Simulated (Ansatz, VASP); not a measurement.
**NiO2: VASP beside Ansatz**

The input INCAR:

```
PREC = Accurate
ENCUT = 520
EDIFF = 1E-7
ISMEAR = 0
SIGMA = 0.05
LREAL = False
LASPH = True
NELM = 100
ALGO = Normal
ISIF = 2
LWAVE = False
LCHARG = False
GGA = PS
NBANDS = 18
```

File KPOINTS:

```
regular mesh
0
Gamma
  12 12 6
```

Contents of POSCAR:

```
NiO2
1.0
    2.7304424938      0.0000000000      0.0000000000
   -1.3652212469      2.3646325632      0.0000000000
    0.0000000000      0.0000000000      5.1695467736
Ni O
1 2
Direct
    0.0000000000      0.0000000000      0.5000000000
    0.6666666667      0.3333333333      0.7253664501
    0.3333333333      0.6666666667      0.2746335499
```

Input for Ansatz:

```yaml
crystal:
  lattice:
    - [2.7304424938, 0.0, 0.0]
    - [-1.3652212469, 2.3646325632, 0.0]
    - [0.0, 0.0, 5.1695467736]
  atoms:
    - { symbol: Ni, position: [0.0, 0.0, 0.5] }
    - { symbol: O, position: [0.6666666667, 0.3333333333, 0.7253664501] }
    - { symbol: O, position: [0.3333333333, 0.6666666667, 0.2746335499] }
basis:
  ecutwfc: 520.0
kpoints:
  mp_grid: { grid: [12, 12, 6] }
hamiltonian:
  xc: pbesol
scf:
  occupations: { method: gaussian, width: 0.05 }
output:
  forces: true
  stress: true
  eigenvalues: true
```

Alike in both runs: task single point; functional PBEsol; k mesh 12 × 12 × 6; occupations gaussian, width 0.05 eV; no spin polarisation.

```csv
,VASP,Ansatz
version,VASP 6.6.1,Ansatz 0.2.0
potentials or method,"VASP PAW PBE potentials, release 64 (Ni, O), cutoff 520 eV","scalar-relativistic, plane waves, PAW"
valence electrons in the cell,22,30
```

```csv
,VASP,Ansatz,Ansatz less VASP
gap on the k mesh at the Fermi level (eV),0.88,0.90,+0.024
least direct gap on the mesh (eV),0.92,0.94,+0.016
pressure (GPa),-18.3,-18.7,-0.35
"traceless stress, the component that is largest in VASP (GPa)",-16.99,-17.21,-0.227
rms of the force components (eV/Å),1.472,1.514,+0.0417
```

VASP's potentials were made for PBE, not for PBEsol. Atom by atom the forces differ by 0.042 eV/Å (rms over components). With one functional, cell and mesh, what is left measures potentials, basis and numerics. VASP's potentials hold 22 valence electrons a cell and Ansatz's 30, so a difference there can come from the potentials and not from the codes.
